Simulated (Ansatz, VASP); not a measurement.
Two plane-wave programs on C

```xyz
4
Lattice="2.4612 0.0000 0.0000 -1.2306 2.1315 0.0000 0.0000 0.0000 4.1628" Properties=species:S:1:pos:R:3 pbc="T T T"
C     0.0000    1.4210    0.0002
C     1.2306    0.7105    2.0816
C     0.0000    1.4210    1.5566
C     1.2306    0.7105    3.6380
```

Change from the starting cell: strained cell.

Alike in both runs: task relaxation of the atoms; functional PBEsol; k mesh 9 × 9 × 6; occupations gaussian, width 0.02 eV; no spin polarisation.

```csv
,VASP,Ansatz
version,VASP 6.6.1,Ansatz 0.2.0
potentials or method,"VASP PAW PBE potentials, release 64 (C), cutoff 520 eV","scalar-relativistic, plane waves, PAW"
valence electrons in the cell,16,16
```

Ansatz gave:

- gap on the k mesh at the Fermi level, each at its own relaxed structure (eV): 2.89

Q: What did VASP give for the same quantities?

A: gap on the k mesh at the Fermi level, each at its own relaxed structure (eV): 2.87.

VASP's potentials were made for PBE, not for PBEsol, and Ansatz warns of the same on its side. Ansatz's warnings: stress scf threshold loose.
